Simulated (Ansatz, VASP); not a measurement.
**One calculation of W, two programs**

```
W
1.0
    -1.62450    1.62450    1.60084
     1.62450   -1.62450    1.60084
     1.62450    1.62450   -1.60084
W
1
Direct
  0.00000 0.00000 0.00000
```

Change from the starting cell: strain +0.030 along x and y, +0.015 along z, atoms carried along.

Alike in both runs: task single point; functional PBEsol; k mesh 26 × 26 × 26; occupations gaussian, width 0.15 eV; no spin polarisation.

|  | VASP | Ansatz |
| --- | --- | --- |
| version | VASP 6.6.1 | Ansatz 0.2.0 |
| potentials or method | VASP PAW PBE potentials, release 64 (W_sv), cutoff 520 eV | scalar-relativistic, plane waves, PAW |
| valence electrons in the cell | 14 | 14 |

```csv
,VASP,Ansatz,Ansatz less VASP
gap on the k mesh at the Fermi level (eV),none,none,-
pressure (GPa),-20.1,-20.5,-0.36
"traceless stress, the component that is largest in VASP (GPa)",2.69,2.69,-0.002
```

VASP's potentials were made for PBE, not for PBEsol. A gap of «none» marks a metal or a gap that the smearing closes.

Spin-orbit coupling is off throughout.
